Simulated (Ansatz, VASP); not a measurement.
## Rh in VASP and in Ansatz

```xyz
2
Lattice="2.6490 0.0000 0.0000 -1.3245 2.2941 0.0000 0.0000 0.0000 4.5613" Properties=species:S:1:pos:R:3 pbc="T T T"
Rh    1.3245    0.7647    3.4210
Rh    0.0000    1.5294    1.1403
```

Change from the starting cell: strain -0.030 along x and y, +0.030 along z, atoms carried along.

Alike in both runs: task single point; functional PBEsol; k mesh 21 × 21 × 12; occupations gaussian, width 0.15 eV; no spin polarisation.

|  | VASP | Ansatz |
| --- | --- | --- |
| version | VASP 6.6.1 | Ansatz 0.2.0 |
| potentials or method | VASP PAW PBE potentials, release 64 (Rh_pv), cutoff 520 eV | scalar-relativistic, plane waves, PAW |
| valence electrons in the cell | 30 | 34 |

|  | VASP | Ansatz | Ansatz less VASP |
| --- | --- | --- | --- |
| gap on the k mesh at the Fermi level (eV) | none | none | - |
| pressure (GPa) | -5.2 | -5.1 | +0.09 |
| traceless stress, the component that is largest in VASP (GPa) | -11.61 | -11.61 | -0.001 |

VASP's potentials were made for PBE, not for PBEsol. A gap of «none» marks a metal or a gap that the smearing closes. With one functional, cell and mesh, what is left measures potentials, basis and numerics. VASP's potentials hold 30 valence electrons a cell and Ansatz's 34, so a difference there can come from the potentials and not from the codes.
